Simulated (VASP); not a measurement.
Wanted: the native input for a VASP 6.6.1 run.

```
Task                   : single point
Functional             : PBEsol
Potentials or basis    : VASP PAW PBE potentials, release 64 (Gd, O)
Cutoff                 : 520 eV
k mesh                 : 6 × 6 × 6
Occupations            : gaussian, width 0.05 eV
Spin                   : collinear spin, ferromagnetic start
Starting moments       : [7.72, 0.01] μB
Hubbard terms          : Gd f U = 6.0 eV
Dipole correction      : no
Further INCAR settings : ALGO = Normal; EDIFF = 1e-07; NBANDS = 23
```

The structure of GdO lies in POSCAR:

```
GdO
1.0
    0.0000000000      2.7000000000      2.7000000000
    2.7000000000      0.0000000000      2.7000000000
    2.7000000000      2.7000000000      0.0000000000
Gd O
1 1
Direct
    0.0000000000      0.0000000000      0.0000000000
    0.2500000000      0.2500000000      0.2500000000
```

One way to write it, as run:

INCAR

```
ALGO = Normal
EDIFF = 1E-7
ENCUT = 520
GGA = PS
ISIF = 2
ISMEAR = 0
ISPIN = 2
LASPH = T
LCHARG = T
LDAU = T
LDAUJ = 0 0
LDAUL = 3 -1
LDAUPRINT = 1
LDAUTYPE = 2
LDAUU = 6 0
LELF = T
LMAXMIX = 6
LORBIT = 11
LREAL = F
LVHAR = T
LWAVE = F
MAGMOM = 7.72 0.01
NBANDS = 23
NELM = 150
PREC = Accurate
SIGMA = 0.05
```

KPOINTS

```
k-points
0
Gamma
  6 6 6
```

Potentials or basis: VASP PAW PBE potentials, release 64 (Gd, O).

Command:

```console
$ cat potpaw_PBE.64/Gd/POTCAR potpaw_PBE.64/O/POTCAR > POTCAR
$ mpirun -np 1 vasp_std > vasp.out
```

It gave:

```
Pressure                                              : -3.8 GPa
Net moment                                            : 7.92 μB per cell
Site moments                                          : Gd +7.08; O -0.00 μB
Valence electrons inside the program's atomic spheres : Gd 15.14; O 4.98
```

Caveat: the PAW data sets were made with another functional, which shifts forces and pressure a little; a cell with one magnetic atom can't hold antiferromagnetic order, which such compounds often take.

Wall time 26 s on 1 thread of AMD EPYC 9R45 96-Core Processor (Zen 5), on a shared host, peak memory 0.16 GiB.
